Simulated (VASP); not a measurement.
# Na2Sc (P-3m1) in VASP: a series of runs, part 2 of 2

VASP 6.6.1. Earlier steps stand in the parts before.

## Step 3: Single point, r2SCAN

File POSCAR:

```
Na2Sc
1.0
    3.3730850600      0.0000000000      0.0000000000
   -1.6865425300      2.9211773500      0.0000000000
    0.0000000000      0.0000000000      5.6300470300
Na Sc
2 1
Direct
    0.3333333300      0.6666666700      0.2500000000
    0.6666666700      0.3333333300      0.7500000000
    0.0000000000      0.0000000000      0.0000000000
```

File INCAR.step1:

```
ALGO     = Normal         # electronic algorithm
EDIFF    = 1E-4           # SCF threshold, eV
ENCUT    = 520            # plane-wave cutoff, eV
GGA      = PE             # functional
ISMEAR   = -1             # smearing method
LASPH    = T              # aspherical terms in the spheres
LCHARG   = F              # write CHGCAR
LREAL    = F              # projectors in reciprocal space
LWAVE    = T              # write WAVECAR
NBANDS   = 20             # bands
NELM     = 80             # most SCF steps
PREC     = Accurate       # precision mode
SIGMA    = 0.05           # smearing width, eV
```

File INCAR.step2:

```
ALGO     = Normal         # electronic algorithm
EDIFF    = 1E-7           # SCF threshold, eV
ENCUT    = 520            # plane-wave cutoff, eV
ISIF     = 2              # what is computed and relaxed
ISMEAR   = -1             # smearing method
ISTART   = 1            
LASPH    = T              # aspherical terms in the spheres
LCHARG   = F              # write CHGCAR
LMIXTAU  = T            
LREAL    = F              # projectors in reciprocal space
LWAVE    = F              # write WAVECAR
METAGGA  = R2SCAN         # meta-GGA
NBANDS   = 20             # bands
NELM     = 80             # most SCF steps
PREC     = Accurate       # precision mode
SIGMA    = 0.05           # smearing width, eV
```

File KPOINTS:

```
k-points
0
Gamma
  8 8 4
```

Potentials or basis: VASP PAW PBE potentials, release 64 (Na_pv, Sc_sv).

Run with:

```sh
> cat potpaw_PBE.64/Na_pv/POTCAR potpaw_PBE.64/Sc_sv/POTCAR > POTCAR
> cp INCAR.step1 INCAR
> mpirun -np 1 vasp_std > vasp.out
> cp INCAR.step2 INCAR
> mpirun -np 1 vasp_std > vasp.out
```

OUTCAR:

```text
EDIFF = 1E-7
   ENCUT = 520
   ISIF = 2
   ISMEAR = -1
   ISTART = 1
   LASPH = T
   LREAL = F
   METAGGA = R2SCAN
   NELM = 80
   PREC = Accurate

 ion  position               nearest neighbor table
   1  0.333  0.667  0.250-   3 2.40   3 2.40   3 2.40
   2  0.667  0.333  0.750-   3 2.40   3 2.40   3 2.40
   3  0.000  0.000  0.000-   1 2.40   2 2.40   1 2.40   2 2.40   2 2.40   1 2.40

[... 748 lines left out ...]

  FORCE on cell =-STRESS in cart. coord.  units (eV):
  Direction    XX          YY          ZZ          XY          YZ          ZX
  --------------------------------------------------------------------------------------
  -------------------------------------------------------------------------------------
  Total        9.5911339      9.5911339     10.1024021      0.0000000     -0.0000000      0.0000000
  in kB      277.0022485    277.0022482    291.7682257      0.0000000     -0.0000000      0.0000000
  external PRESSURE =     281.9242408 kB  Pullay stress =       0.0000000 kB

 VOLUME and BASIS-vectors are now :
 -----------------------------------------------------------------------------
  energy-cutoff  :      520.00
  volume of cell :       55.47
      direct lattice vectors                 reciprocal lattice vectors
     3.373085060  0.000000000  0.000000000     0.296464507  0.171163863  0.000000000
    -1.686542530  2.921177350  0.000000000     0.000000000  0.342327726  0.000000000
     0.000000000  0.000000000  5.630047030     0.000000000  0.000000000  0.177618410

 POSITION                                       TOTAL-FORCE (eV/Angst)
 -----------------------------------------------------------------------------------
     -0.00000      1.94745      1.40751        -0.000000      0.000000      3.808657
      1.68654      0.97373      4.22254         0.000000     -0.000000     -3.808657
      0.00000      0.00000      0.00000        -0.000000      0.000000      0.000000
 -----------------------------------------------------------------------------------
    total drift:                                0.000000      0.000000      0.000000

  FREE ENERGIE OF THE ION-ELECTRON SYSTEM (eV)
  ---------------------------------------------------
  free  energy   TOTEN  =       -12.5994220668 eV

  energy  without entropy=      -12.5662056186  energy(sigma->0) =      -12.58281384
```

OUTCAR.step1:

```text
EDIFF = 1E-4
   ENCUT = 520
   GGA = PE
   ISMEAR = -1
   LASPH = T
[... 777 lines left out ...]
     -0.00000      1.94745      1.40751         0.000000     -0.000000      3.985574
      1.68654      0.97373      4.22254        -0.000000      0.000000     -3.985574
      0.00000      0.00000      0.00000        -0.000000      0.000000      0.000000
 -----------------------------------------------------------------------------------
    total drift:                                0.000000      0.000000      0.000000

  FREE ENERGIE OF THE ION-ELECTRON SYSTEM (eV)
  ---------------------------------------------------
  free  energy   TOTEN  =        -2.9046452568 eV

  energy  without entropy=       -2.8684385554  energy(sigma->0) =       -2.88654191
```

Run time: 96 s. Hardware: 1 thread of Intel Xeon 6975P-C (Granite Rapids), shared host; peak memory 0.2 GiB.

Results:

- Free energy: -12.5994 eV
- Pressure: 28.2 GPa
- Largest force: 3.809 eV/Å
- Band gap on the k mesh: zero (an odd number of electrons rules out a gap without spin polarisation)

Forces on the atoms (eV/Å):
```
Na   0.000  0.000  3.809
Na   0.000  0.000 -3.809
Sc   0.000  0.000  0.000
```

Caveat: the cell stands under pressure; the PAW data sets were made with another functional, which shifts forces and pressure a little.

## Step 4: Single point, PBE

File INCAR:

```
PREC     = Accurate       # precision mode
ENCUT    = 520            # plane-wave cutoff, eV
EDIFF    = 1E-6           # SCF threshold, eV
ISMEAR   = -1             # smearing method
SIGMA    = 0.1            # smearing width, eV
LREAL    = False          # projectors in reciprocal space
LASPH    = True           # aspherical terms in the spheres
NELM     = 60             # most SCF steps
ALGO     = Normal         # electronic algorithm
ISIF     = 2              # what is computed and relaxed
LWAVE    = False          # write WAVECAR
LCHARG   = False          # write CHGCAR
GGA      = PE             # functional
NBANDS   = 20             # bands
```

File KPOINTS:

```
Automatic mesh
0
Gamma
  10 10 6
```

POSCAR is that of step 3.

Run with:

```sh
> cat potpaw_PBE.64/Na_pv/POTCAR potpaw_PBE.64/Sc_sv/POTCAR > POTCAR
> mpirun -np 1 vasp_std > vasp.out
```

Wall time 43 s (1 thread of Intel Xeon 6975P-C (Granite Rapids), shared host); peak memory 0.22 GiB.

It converged, with:

```
Free energy            : -2.9517 eV
Pressure               : 29.7 GPa
Largest force          : 4.002 eV/Å
Band gap on the k mesh : zero (an odd number of electrons rules out a gap without spin polarisation)
```

Forces in eV/Å, atoms in the order of the input:
```
Na   0.000  0.000  4.002
Na   0.000  0.000 -4.002
Sc   0.000  0.000  0.000
```

Stress tensor (GPa, compression positive):
```
28.91  0.00  0.00
 0.00 28.91  0.00
 0.00  0.00 31.40
```

Levels at points of the mesh, in eV from the Fermi level:
```tsv
k point	band 10	band 11	band 12	band 13	band 14	band 15
(0.00, 0.00, 0.00)	-25.12	-4.85	-1.64	0.24	0.89	0.89
(0.50, 0.00, 0.00)	-25.09	-1.75	-0.28	-0.28	0.13	1.70
(0.00, 0.00, 0.50)	-25.15	-4.06	-2.97	-0.17	0.89	0.89
(0.50, 0.00, 0.50)	-25.09	-1.67	-0.36	0.31	0.78	1.18
```

Caveat: the cell stands under pressure; forces of over 1 eV/Å act on the atoms, so gaps and moduli don't describe the material at rest.

## Step 5: The runs side by side

| level | k mesh | smearing | gap on the mesh (eV) | pressure (GPa) | largest force (eV/Å) |
| --- | --- | --- | --- | --- | --- |
| r2SCAN | 7 × 7 × 4 | fermi-dirac 0.05 eV | none | 28.3 | 3.81 |
| r2SCAN | 8 × 8 × 4 | fermi-dirac 0.05 eV | none | 28.2 | 3.81 |
| PBE | 10 × 10 × 6 | fermi-dirac 0.1 eV | none | 29.7 | 4.00 |

Alike in all rows: task single point; potentials or basis VASP PAW PBE potentials, release 64 (Na_pv, Sc_sv); no spin polarisation; cell as given; cutoff (eV) 520.

The pressure there spans 28.2 GPa (r2SCAN) to 29.7 GPa (PBE); a positive pressure means that this level wants a larger cell, a negative one a smaller.

Caveats: the cell stands under pressure; the PAW data sets were made with another functional, which shifts forces and pressure a little (at least some runs); forces of over 1 eV/Å act on the atoms, so gaps and moduli don't describe the material at rest (at least some runs).

Absolute energies hang on the potentials; compare differences alone.
